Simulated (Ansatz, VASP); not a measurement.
**Two plane-wave programs on SnGe5**

INCAR

```
SYSTEM = SnGe5
PREC     = Accurate       ! precision mode
ENCUT    = 520            ! plane-wave cutoff, eV
EDIFF    = 1E-6           ! SCF threshold, eV
ISMEAR   = 0              ! smearing method
SIGMA    = 0.2            ! smearing width, eV
LREAL    = .False.        ! projectors in reciprocal space
LASPH    = .True.         ! aspherical terms in the spheres
NELM     = 80             ! most SCF steps
ALGO     = Normal         ! electronic algorithm
ISIF     = 2              ! what is computed and relaxed
LWAVE    = .False.        ! write WAVECAR
LCHARG   = .False.        ! write CHGCAR
GGA      = PE             ! functional
NBANDS   = 96             ! bands
```

File KPOINTS:

```
regular mesh
0
Gamma
  4 3 3
  0 0 0
```

File POSCAR:

```
SnGe5
1.0
    0.0000000000      0.0000000000      5.6924565316
    7.8989635695      0.0000000000      0.0000000000
   -3.9494817847      6.8407031147      0.0000000000
Sn Ge
2 10
Direct
    0.0000000000      0.0000000000      1.0000000000
    0.5000000000      0.0000000000      1.0000000000
    0.0000000000      0.6469097251      1.0000000000
    0.5000000000      0.6469097251      1.0000000000
    0.0000000000      0.0000000000      0.6469097251
    0.5000000000      0.0000000000      0.6469097251
    0.0000000000      0.3530902749      0.3530902749
    0.5000000000      0.3530902749      0.3530902749
    0.0000000000      0.3333333333      0.6666666667
    0.5000000000      0.3333333333      0.6666666667
    0.0000000000      0.6666666667      0.3333333333
    0.5000000000      0.6666666667      0.3333333333
```

Input for Ansatz:

```yaml
crystal:
  lattice:
    - [0.0, 0.0, 5.6924565316]
    - [7.8989635695, 0.0, 0.0]
    - [-3.9494817847, 6.8407031147, 0.0]
  atoms:
    - { symbol: Sn, position: [0.0, 0.0, 1.0] }
    - { symbol: Sn, position: [0.5, 0.0, 1.0] }
    - { symbol: Ge, position: [0.0, 0.6469097251, 1.0] }
    - { symbol: Ge, position: [0.5, 0.6469097251, 1.0] }
    - { symbol: Ge, position: [0.0, 0.0, 0.6469097251] }
    - { symbol: Ge, position: [0.5, 0.0, 0.6469097251] }
    - { symbol: Ge, position: [0.0, 0.3530902749, 0.3530902749] }
    - { symbol: Ge, position: [0.5, 0.3530902749, 0.3530902749] }
    - { symbol: Ge, position: [0.0, 0.3333333333, 0.6666666667] }
    - { symbol: Ge, position: [0.5, 0.3333333333, 0.6666666667] }
    - { symbol: Ge, position: [0.0, 0.6666666667, 0.3333333333] }
    - { symbol: Ge, position: [0.5, 0.6666666667, 0.3333333333] }
basis:
  ecutwfc: 420
kpoints:
  mp_grid: { grid: [4, 3, 3] }
hamiltonian:
  xc: pbe
scf:
  occupations: { method: gaussian, width: 0.2 }
  lower_state_search: "off"
output:
  forces: true
  stress: true
  eigenvalues: true
```

Alike in both runs: task single point; functional PBE; k mesh 4 × 3 × 3; occupations gaussian, width 0.2 eV; no spin polarisation.

|  | VASP | Ansatz |
| --- | --- | --- |
| version | VASP 6.6.1 | Ansatz 0.2.0 |
| potentials or method | VASP PAW PBE potentials, release 64 (Sn_d, Ge_d), cutoff 520 eV | scalar-relativistic, plane waves, PAW |
| valence electrons in the cell | 168 | 168 |

Ansatz gave:

* gap on the k mesh at the Fermi level (eV): none
* pressure (GPa): 0.2
* traceless stress, the component that is largest in VASP (GPa): -0.37

**Question.** What did VASP give for the same quantities?

**Answer.** gap on the k mesh at the Fermi level (eV): none; pressure (GPa): 0.2; traceless stress, the component that is largest in VASP (GPa): -0.36.

A gap of «none» marks a metal or a gap that the smearing closes. With one functional, cell and mesh, what is left measures potentials, basis and numerics.
